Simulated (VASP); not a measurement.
Crystal: Te5W.

```
Te W
1.0
     0.00000    4.79305    4.79305
     4.79305    0.00000    4.79305
     4.79305    4.79305    0.00000
Te W
5 1
Direct
  0.63538 0.63538 0.63538
  0.63538 0.63538 0.09387
  0.63538 0.09387 0.63538
  0.09387 0.63538 0.63538
  0.25000 0.25000 0.25000
  0.50000 0.50000 0.50000
```

The cell was built from a structure type or drawn by symmetry, and may not be a known phase.

- Program: VASP 6.6.1
- Task: relaxation of cell and atoms
- Functional: PBE
- Potentials or basis: VASP PAW PBE potentials, release 64 (Te, W_sv)
- Cutoff: 500 eV
- k mesh: 4 × 4 × 4
- Occupations: gaussian, width 0.1 eV
- Spin: no spin polarisation

At the start: pressure 20.0 GPa; volume 36.70 Å³/atom.

How do energy, volume and symmetry change on relaxing?

Over 9 steps the energy falls by 698.1 meV/atom and the volume is 50.51 Å³/atom (+37.6 %); space group F-43m (No. 216, to 0.1 Å) before and after.

The path:
| step | energy change (eV) | largest force (eV/Å) | pressure (GPa) | volume (Å³) |
| --- | --- | --- | --- | --- |
| 1 | 0.0000 | 6.5567 | 20.04 | 220.22 |
| 2 | 0.7676 | 2.4178 | -4.36 | 401.35 |
| 3 | -3.7295 | 1.8628 | -0.03 | 280.55 |
| 4 | -3.7874 | 1.6074 | 0.70 | 275.20 |
| 5 | -3.8089 | 1.3092 | 1.54 | 269.83 |
| 6 | -4.0907 | 0.7161 | 0.12 | 287.25 |
| 7 | -4.1630 | 0.4063 | -0.80 | 307.47 |
| 8 | -4.1706 | 0.3856 | 0.68 | 299.49 |
| 9 | -4.1884 | 0.0077 | -0.02 | 303.04 |

Final structure:
```xyz
6
Lattice="0.0000 5.3312 5.3312 5.3312 0.0000 5.3312 5.3312 5.3312 0.0000" Properties=species:S:1:pos:R:3 pbc="T T T"
Te    6.7901    6.7901    6.7901
Te    3.8723    3.8723    6.7901
Te    3.8723    6.7901    3.8723
Te    6.7901    3.8723    3.8723
Te    2.6656    2.6656    2.6656
W     5.3312    5.3312    5.3312
```

Caveat: the volume moved by over 15 % at a fixed basis, so the end points are rough.
